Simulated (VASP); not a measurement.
# Os4C (Im-3m) in VASP: further runs, part 2 of 2

VASP 6.6.1. Earlier steps stand in the parts before.

## Step 3: Single point, PBE

This run uses another cell than the first one, of 14.09 Å³/atom, 0.991 times its volume.

The input, INCAR:

```
SYSTEM = Os4C
PREC = Accurate ; ENCUT = 520
EDIFF = 1E-7 ; ISMEAR = 0
SIGMA = 0.1 ; LREAL = .FALSE.
LASPH = .TRUE. ; NELM = 80
ALGO = Normal ; ISIF = 2
LWAVE = .FALSE. ; LCHARG = .FALSE.
GGA = PE ; NBANDS = 26
```

The input, KPOINTS:

```
regular mesh
0
G
  6 6 6
  0 0 0
```

The input, POSCAR:

```
Os4C
1.0
   -2.6019886126      2.6019886126      2.6019886126
    2.6019886126     -2.6019886126      2.6019886126
    2.6019886126      2.6019886126     -2.6019886126
Os C
4 1
Direct
    0.5000000000      0.5000000000      0.5000000000
    0.0000000000      0.0000000000      0.5000000000
    0.0000000000      0.5000000000      0.0000000000
    0.5000000000      0.0000000000      0.0000000000
    0.0000000000      0.0000000000      0.0000000000
```

Potentials or basis: VASP PAW PBE potentials, release 64 (Os, C).

Started as:

```sh
cat potpaw_PBE.64/Os/POTCAR potpaw_PBE.64/C/POTCAR > POTCAR
mpirun -np 1 vasp_std > vasp.out
```

OUTCAR:

```text
SYSTEM = Os4C
   PREC = Accurate
   ENCUT = 520
   EDIFF = 1E-7
   ISMEAR = 0
   LREAL = .FALSE.
   LASPH = .TRUE.
   NELM = 80
   ISIF = 2
   GGA = PE

 ion  position               nearest neighbor table
   1  0.500  0.500  0.500-   5 2.25   5 2.25   4 2.60   2 2.60   4 2.60   3 2.60   2 2.60   3 2.60

   2  0.000  0.000  0.500-   5 2.25   5 2.25   4 2.60   1 2.60   3 2.60   3 2.60   4 2.60   1 2.60

   3  0.000  0.500  0.000-   5 2.25   5 2.25   4 2.60   1 2.60   2 2.60   2 2.60   1 2.60   4 2.60

   4  0.500  0.000  0.000-   5 2.25   5 2.25   3 2.60   1 2.60   1 2.60   2 2.60   2 2.60   3 2.60

   5  0.000  0.000  0.000-   1 2.25   2 2.25   3 2.25   4 2.25   2 2.25   3 2.25   4 2.25   1 2.25

  LATTYP: Found a body centered cubic cell.
 ALAT       =     5.2039772252

  Lattice vectors:

 A1 = (  -2.6019886126,   2.6019886126,   2.6019886126)
 A2 = (   2.6019886126,  -2.6019886126,   2.6019886126)
 A3 = (   2.6019886126,   2.6019886126,  -2.6019886126)

Analysis of symmetry for initial positions (statically):
=====================================================================
 Subroutine PRICEL returns:
 Original cell was already a primitive cell.

 Routine SETGRP: Setting up the symmetry group for a
 body centered cubic supercell.

 Subroutine GETGRP returns: Found 48 space group operations
 (whereof 48 operations were pure point group operations)
 out of a pool of 48 trial point group operations.

The static configuration has the point symmetry O_h .

Analysis of symmetry for dynamics (positions and initial velocities):
=====================================================================
 Subroutine PRICEL returns:
 Original cell was already a primitive cell.

 Routine SETGRP: Setting up the symmetry group for a
 body centered cubic supercell.

 Subroutine GETGRP returns: Found 48 space group operations
 (whereof 48 operations were pure point group operations)
 out of a pool of 48 trial point group operations.

The dynamic configuration has the point symmetry O_h .

 Subroutine INISYM returns: Found 48 space group operations
 (whereof 48 operations are pure point group operations),
 and found     1 'primitive' translations

----------------------------------------------------------------------------------------

                                     Primitive cell

  volume of cell :      70.4654

  direct lattice vectors                    reciprocal lattice vectors
    -2.601988613  2.601988613  2.601988613     0.000000000  0.192160718  0.192160718
     2.601988613 -2.601988613  2.601988613     0.192160718  0.000000000  0.192160718
     2.601988613  2.601988613 -2.601988613     0.192160718  0.192160718  0.000000000

  length of vectors
     4.506776478  4.506776478  4.506776478     0.271756294  0.271756294  0.271756294

  position of ions in fractional coordinates (direct lattice)
     0.500000000  0.500000000  0.500000000
     0.000000000  0.000000000  0.500000000
     0.000000000  0.500000000  0.000000000
     0.500000000  0.000000000  0.000000000
     0.000000000  0.000000000  0.000000000

  ion indices of the primitive-cell ions
   primitive index   ion index
                 1           1
                 2           2
                 3           3
                 4           4
[... 27 lines left out ...]

 Following reciprocal coordinates:
            Coordinates               Weight
  0.000000  0.000000  0.000000      1.000000
  0.166667  0.000000  0.000000     12.000000
  0.333333  0.000000  0.000000     12.000000
  0.500000  0.000000  0.000000      6.000000
  0.166667  0.166667  0.000000     24.000000
  0.333333  0.166667 -0.000000     48.000000
[... 8 lines left out ...]
  0.500000  0.500000  0.333333     12.000000
  0.500000  0.500000  0.500000      1.000000
   k-points           NKPTS =     16   k-points in BZ     NKDIM =     16   number of bands    NBANDS=     26
   number of dos      NEDOS =    301   number of ions     NIONS =      5
   total plane-waves  NPLWV =  46656
   dimension x,y,z NGX =    36 NGY =   36 NGZ =   36
   dimension x,y,z NGXF=    72 NGYF=   72 NGZF=   72
   ions per type =               4   1
   NGX,Y,Z   is equivalent  to a cutoff of  13.28, 13.28, 13.28 a.u.
   NGXF,Y,Z  is equivalent  to a cutoff of  26.56, 26.56, 26.56 a.u.
 SYSTEM =  Os4C
   PREC   = accura    normal or accurate (medium, high low for compatibility)
   ISTART =      0    job   : 0-new  1-cont  2-samecut
   ICHARG =      2    charge: 1-file 2-atom 10-const
   ISPIN  =      1    spin polarized calculation?
   LNONCOLLINEAR =      F non collinear calculations
   LSORBIT =      F    spin-orbit coupling
   LASPH  =      T    aspherical Exc in radial PAW
   ENCUT  =  520.0 eV  38.22 Ry    6.18 a.u.   8.38  8.38  8.38*2*pi/ulx,y,z
   NELM   =     80;   NELMIN=  2; NELMDL= -5     # of ELM steps
   EDIFF  = 0.1E-06   stopping-criterion for ELM
   LREAL  =      F    real-space projection
   EDIFFG = 0.1E-05   stopping-criterion for IOM
   NSW    =      0    number of steps for IOM
   IBRION =     -1    ionic relax: 0-MD 1-quasi-New 2-CG
   NFREE  =      0    steps in history (QN), initial steepest desc. (CG)
   ISIF   =      2    stress and relaxation
   ISYM   =      2    0-nonsym 1-usesym 2-fastsym
   POTIM  = 0.5000    time-step for ionic-motion
   TEBEG  =    0.0;   TEEND  =   0.0 temperature during run
   PSTRESS=    0.0 pullay stress
   NELECT =      36.0000    total number of electrons
   NUPDOWN=      -1.0000    fix difference up-down
   EMIN   =  10.00;   EMAX   =-10.00  energy-range for DOS
   EFERMI =   0.00;   METHOD = LEGACY
   ISMEAR =     0;   SIGMA  =   0.10  broadening in eV -4-tet -1-fermi 0-gaus
   EFERMI_NEDOS =   21; number of points for ismear=-14 and -15
   IALGO  =     38    algorithm
   IMIX   =      4    mixing-type and parameters
     AMIX     =   0.40;   BMIX     =  1.00
     AMIX_MAG =   1.60;   BMIX_MAG =  1.00
  volume/ion in A,a.u.               =      14.09        95.10
  Fermi-wavevector in a.u.,A,eV,Ry     =   1.308731  2.473142 23.303731  1.712776
  Thomas-Fermi vector in A             =   2.439378
   LORBIT       =      0    0 simple, 1 ext, 2 COOP (PROOUT), +10 PAW based schemes
   GGA     = PE    functional components
   LHFCALC =     F    Hartree Fock is set to
   AEXX    =    0.0000 exact exchange contribution
   IVDW    =     0    specifies the selected vdW correction
   LEPSILON=     F    determine dielectric tensor
   LRPA    =     F    only Hartree local field effects (RPA)
 non-spin polarized calculation
 Gauss-broadening in eV      SIGMA  =   0.10
  energy-cutoff  :      520.00
  volume of cell :       70.47
 maximum number of plane-waves:      1926
 NGX is ok and might be reduce to    36
   NGX = 17   NGY = 17   NGZ = 17

 number of electron      36.0000003 magnetization

 Free energy of the ion-electron system (eV)
  ---------------------------------------------------
  ext. energy  EPLUGINS =         0.00000000
  ---------------------------------------------------
  free energy    TOTEN  =       -47.36680690 eV

  energy without entropy =      -47.32648573  energy(sigma->0) =      -47.34664631

 E-fermi :   7.7313     XC(G=0): -13.0918

 val. band max:        7.7265089138   @ k =   0.1667   0.1667   0.1667
 cond. band min:       7.7622558822   @ k =   0.5000   0.5000   0.1667
 fundamental gap:      0.0357469684
 Fermi energy:         7.7312532284

 k-point     1 :       0.0000    0.0000    0.0000
  band No.  band energies     occupation
      1      -6.7074      2.00000
      2      -0.1749      2.00000
      3       1.2858      2.00000
      4       1.2858      2.00000
      5       1.9874      2.00000
      6       1.9874      2.00000
[... 453 lines left out ...]
     25      12.6590      0.00000
     26      12.6590      0.00000

------------------------ aborting loop because EDIFF is reached ----------------------------------------

  FORCE on cell =-STRESS in cart. coord.  units (eV):
  Direction    XX          YY          ZZ          XY          YZ          ZX
  --------------------------------------------------------------------------------------
  -------------------------------------------------------------------------------------
  Total        0.1909550      0.1909550      0.1909550      0.0000000     -0.0000000      0.0000000
  in kB        4.3417567      4.3417567      4.3417567      0.0000000     -0.0000000      0.0000000
  external PRESSURE =       4.3417567 kB  Pullay stress =       0.0000000 kB

 VOLUME and BASIS-vectors are now :
 -----------------------------------------------------------------------------
  energy-cutoff  :      520.00
  volume of cell :       70.47
      direct lattice vectors                 reciprocal lattice vectors
    -2.601988613  2.601988613  2.601988613     0.000000000  0.192160718  0.192160718
     2.601988613 -2.601988613  2.601988613     0.192160718  0.000000000  0.192160718
     2.601988613  2.601988613 -2.601988613     0.192160718  0.192160718  0.000000000

 POSITION                                       TOTAL-FORCE (eV/Angst)
 -----------------------------------------------------------------------------------
      1.30099      1.30099      1.30099        -0.000000      0.000000     -0.000000
      1.30099      1.30099     -1.30099         0.000000     -0.000000      0.000000
      1.30099     -1.30099      1.30099        -0.000000      0.000000      0.000000
     -1.30099      1.30099      1.30099        -0.000000     -0.000000      0.000000
      0.00000      0.00000      0.00000        -0.000000      0.000000      0.000000
 -----------------------------------------------------------------------------------
    total drift:                                0.000000     -0.000000      0.000000

  FREE ENERGIE OF THE ION-ELECTRON SYSTEM (eV)
  ---------------------------------------------------
  free  energy   TOTEN  =       -47.3668069006 eV

  energy  without entropy=      -47.3264857269  energy(sigma->0) =      -47.34664631
```

Wall time 19 s (1 thread of Intel Xeon 6975P-C (Granite Rapids), shared host); peak memory 0.21 GiB.

Results:

```yaml
Free_energy: -47.3668 eV
Pressure: 0.4 GPa
Band_gap_on_the_k_mesh: zero (band 18 reaches 8.48 eV, above the bottom of band 19 at 7.10 eV)
```

Levels at points of the mesh, in eV from the Fermi level:
```csv
k point,band 14,band 15,band 16,band 17,band 18,band 19,band 20,band 21
"(0.00, 0.00, 0.00)",-0.93,-0.93,-0.40,-0.40,-0.40,1.86,1.86,1.86
"(0.50, 0.00, 0.00)",-1.90,-1.86,-1.07,-1.00,-0.33,-0.20,0.40,0.42
"(0.50, 0.50, 0.50)",-1.18,-1.18,-0.97,-0.97,-0.97,1.86,2.32,2.32
```

Caveat: spin-orbit coupling is left out, which moves the levels of the heavy elements.

## Step 4: Relaxation of cell and atoms, PBE

The input, INCAR:

```
PREC = Accurate
ENCUT = 600
EDIFF = 1E-6
ISMEAR = 0
SIGMA = 0.1
LREAL = False
LASPH = True
NELM = 60
ALGO = Normal
ISIF = 3
LWAVE = False
LCHARG = False
GGA = PE
IBRION = 2
NSW = 90
EDIFFG = -0.04
```

The input, KPOINTS:

```
Automatic mesh
0
Gamma
  6 6 6
```

POSCAR: that of step 3 with these lines changed.

```diff
@@ -2,5 +2,5 @@
 1.0
-   -2.6019886126      2.6019886126      2.6019886126
-    2.6019886126     -2.6019886126      2.6019886126
-    2.6019886126      2.6019886126     -2.6019886126
+   -2.6100129900      2.6100129900      2.6100129900
+    2.6100129900     -2.6100129900      2.6100129900
+    2.6100129900      2.6100129900     -2.6100129900
 Os C
```

Potentials or basis: VASP PAW PBE potentials, release 64 (Os, C).

Started as:

```sh
cat potpaw_PBE.64/Os/POTCAR potpaw_PBE.64/C/POTCAR > POTCAR
mpirun -np 1 vasp_std > vasp.out
```

OUTCAR:

```text
PREC = Accurate
   ENCUT = 600
   EDIFF = 1E-6
   ISMEAR = 0
   LREAL = False
   LASPH = True
   NELM = 60
   ISIF = 3
   GGA = PE
   IBRION = 2
   NSW = 90
   EDIFFG = -0.04

 ion  position               nearest neighbor table
   1  0.500  0.500  0.500-   5 2.26   5 2.26   4 2.61   2 2.61   4 2.61   3 2.61   2 2.61   3 2.61

   2  0.000  0.000  0.500-   5 2.26   5 2.26   4 2.61   1 2.61   3 2.61   3 2.61   4 2.61   1 2.61

   3  0.000  0.500  0.000-   5 2.26   5 2.26   4 2.61   1 2.61   2 2.61   2 2.61   1 2.61   4 2.61

   4  0.500  0.000  0.000-   5 2.26   5 2.26   3 2.61   1 2.61   1 2.61   2 2.61   2 2.61   3 2.61

[... 189 lines left out ...]
  --------------------------------------------------------------------------------------
  -------------------------------------------------------------------------------------
  Total       -1.0342313     -1.0342313     -1.0342313      0.0000000     -0.0000000     -0.0000000
  in kB      -23.2991609    -23.2991609    -23.2991609      0.0000000     -0.0000000     -0.0000000
  external PRESSURE =     -23.2991609 kB  Pullay stress =       0.0000000 kB
[... 65 lines left out ...]
--------------------------------------- Ionic step        3  -------------------------------------------

 number of electron      36.0000003 magnetization

 Free energy of the ion-electron system (eV)
  ---------------------------------------------------
  ext. energy  EPLUGINS =         0.00000000
  ---------------------------------------------------
  free energy    TOTEN  =       -47.36969657 eV

  energy without entropy =      -47.32932864  energy(sigma->0) =      -47.34951261

 E-fermi :   7.7097     XC(G=0): -13.0827

 val. band max:        7.7044846790   @ k =   0.1667   0.1667   0.1667
 cond. band min:       7.7406909972   @ k =   0.5000   0.5000   0.1667
 fundamental gap:      0.0362063182
 Fermi energy:         7.7097271977

 k-point     1 :       0.0000    0.0000    0.0000
  band No.  band energies     occupation
      1      -6.7130      2.00000
      2      -0.1827      2.00000
      3       1.2796      2.00000
      4       1.2796      2.00000
      5       1.9787      2.00000
      6       1.9787      2.00000
[... 421 lines left out ...]
  FREE ENERGIE OF THE ION-ELECTRON SYSTEM (eV)
  ---------------------------------------------------
  free  energy   TOTEN  =       -47.3696965683 eV

  energy  without entropy=      -47.3293286445  energy(sigma->0) =      -47.34951261

 reached required accuracy - stopping structural energy minimisation
```

CONTCAR:

```text
Os4C
   1.00000000000000
    -2.6034132539876271    2.6034132539876271    2.6034132539876271
     2.6034132539876271   -2.6034132539876271    2.6034132539876271
     2.6034132539876271    2.6034132539876271   -2.6034132539876271
  Os              C
     4     1
Direct
     0.5000000000000000    0.5000000000000000    0.5000000000000000
     0.0000000000000000    0.0000000000000000    0.5000000000000000
     0.0000000000000000    0.5000000000000000    0.0000000000000000
     0.5000000000000000    0.0000000000000000    0.0000000000000000
     0.0000000000000000    0.0000000000000000    0.0000000000000000

  0.00000000E+00  0.00000000E+00  0.00000000E+00
  0.00000000E+00  0.00000000E+00  0.00000000E+00
  0.00000000E+00  0.00000000E+00  0.00000000E+00
  0.00000000E+00  0.00000000E+00  0.00000000E+00
  0.00000000E+00  0.00000000E+00  0.00000000E+00
```

It took 36 s on 1 thread of Intel Xeon 6975P-C (Granite Rapids), shared host; peak memory 0.23 GiB.

Results:

- Free energy: -47.3697 eV
- Relaxed volume: 14.12 Å³/atom
- Relaxed cell: a = 4.509 Å, b = 4.509 Å, c = 4.509 Å, α = 109.47°, β = 109.47°, γ = 109.47°
- Space group after relaxing (to 0.05 Å): Im-3m (No. 229)
- Energy gained by relaxing: 0.8 meV/atom
- Ionic steps: 3
- Pressure after relaxing: 0.0 GPa

The path:
| step | energy change (eV) | largest force (eV/Å) | pressure (GPa) | volume (Å³) |
| --- | --- | --- | --- | --- |
| 1 | 0.0000 | 0.0000 | -2.33 | 71.12 |
| 2 | 0.0312 | 0.0000 | 7.37 | 69.01 |
| 3 | -0.0040 | 0.0000 | -0.01 | 70.58 |

Final structure:
```xyz
5
Lattice="-2.6034 2.6034 2.6034 2.6034 -2.6034 2.6034 2.6034 2.6034 -2.6034" Properties=species:S:1:pos:R:3 pbc="T T T"
Os    1.3017    1.3017    1.3017
Os    1.3017    1.3017   -1.3017
Os    1.3017   -1.3017    1.3017
Os   -1.3017    1.3017    1.3017
C     0.0000    0.0000    0.0000
```

Levels at points of the mesh, in eV from the Fermi level:
| k point | band 14 | band 15 | band 16 | band 17 | band 18 | band 19 | band 20 | band 21 |
| --- | --- | --- | --- | --- | --- | --- | --- | --- |
| (0.00, 0.00, 0.00) | -0.93 | -0.93 | -0.40 | -0.40 | -0.40 | 1.85 | 1.85 | 1.85 |
| (0.50, 0.00, 0.00) | -1.90 | -1.85 | -1.07 | -1.00 | -0.33 | -0.20 | 0.40 | 0.41 |
| (0.50, 0.50, 0.50) | -1.18 | -1.18 | -0.97 | -0.97 | -0.97 | 1.86 | 2.31 | 2.31 |

Caveat: the bands computed are all filled at some k points, so no gap is given; spin-orbit coupling is left out, which moves the levels of the heavy elements.

## Step 5: Single point, PBE

This run uses another cell than the first one, of 14.11 Å³/atom, 0.992 times its volume.

The input, INCAR:

```
SYSTEM = Os4C
PREC = Accurate ; ENCUT = 520
EDIFF = 1E-6 ; ISMEAR = 0
SIGMA = 0.1 ; LREAL = .FALSE.
LASPH = .TRUE. ; NELM = 60
ALGO = Normal ; ISIF = 2
LWAVE = .FALSE. ; LCHARG = .FALSE.
GGA = PE ; NBANDS = 26
```

The input, KPOINTS:

```
Automatic mesh
0
G
  10 10 10
  0 0 0
```

POSCAR: that of step 4 with these lines changed.

```diff
@@ -2,5 +2,5 @@
 1.0
-   -2.6100129900      2.6100129900      2.6100129900
-    2.6100129900     -2.6100129900      2.6100129900
-    2.6100129900      2.6100129900     -2.6100129900
+   -2.6027263691      2.6027263691      2.6027263691
+    2.6027263691     -2.6027263691      2.6027263691
+    2.6027263691      2.6027263691     -2.6027263691
 Os C
```

Started as:

```sh
cat potpaw_PBE.64/Os/POTCAR potpaw_PBE.64/C/POTCAR > POTCAR
mpirun -np 1 vasp_std > vasp.out
```

Wall time 38 s (1 thread of Intel Xeon 6975P-C (Granite Rapids), shared host); peak memory 0.24 GiB.

Results (log left out):

- Free energy: -47.3733 eV
- Pressure: 0.5 GPa
- Band gap on the k mesh: zero (band 18 reaches 8.73 eV, above the bottom of band 19 at 6.89 eV)

Levels at points of the mesh, in eV from the Fermi level:
| k point | band 15 | band 16 | band 17 | band 18 | band 19 | band 20 | band 21 | band 22 |
| --- | --- | --- | --- | --- | --- | --- | --- | --- |
| (0.00, 0.00, 0.00) | -0.88 | -0.38 | -0.38 | -0.38 | 1.88 | 1.88 | 1.88 | 4.10 |
| (0.50, 0.00, 0.00) | -1.81 | -1.05 | -0.94 | -0.29 | -0.18 | 0.43 | 0.43 | 0.49 |
| (0.50, 0.50, 0.50) | -1.17 | -0.95 | -0.95 | -0.95 | 1.92 | 2.34 | 2.34 | 4.39 |

Caveat: spin-orbit coupling is left out, which moves the levels of the heavy elements.

## Step 6: Summary

```tsv
task	cell	k mesh	cutoff (eV)	gap on the mesh (eV)	pressure (GPa)
single point	a = 4.521 Å, angles 109.5°, 5 atoms	6 × 6 × 6	520	none	-2.4
single point	a = 4.507 Å, angles 109.5°, 5 atoms	6 × 6 × 6	520	none	0.4
relaxation of cell and atoms	relaxed from a = 4.521 Å, angles 109.5°, 5 atoms	6 × 6 × 6	600	-	0.0
single point	a = 4.508 Å, angles 109.5°, 5 atoms	10 × 10 × 10	520	none	0.5
```

Alike in all rows: level PBE; potentials or basis VASP PAW PBE potentials, release 64 (Os, C); no spin polarisation; smearing gaussian 0.1 eV.

Caveats: spin-orbit coupling is left out, which moves the levels of the heavy elements; the bands computed are all filled at some k points, so no gap is given (some runs).

Absolute energies hang on the potentials; compare differences alone.
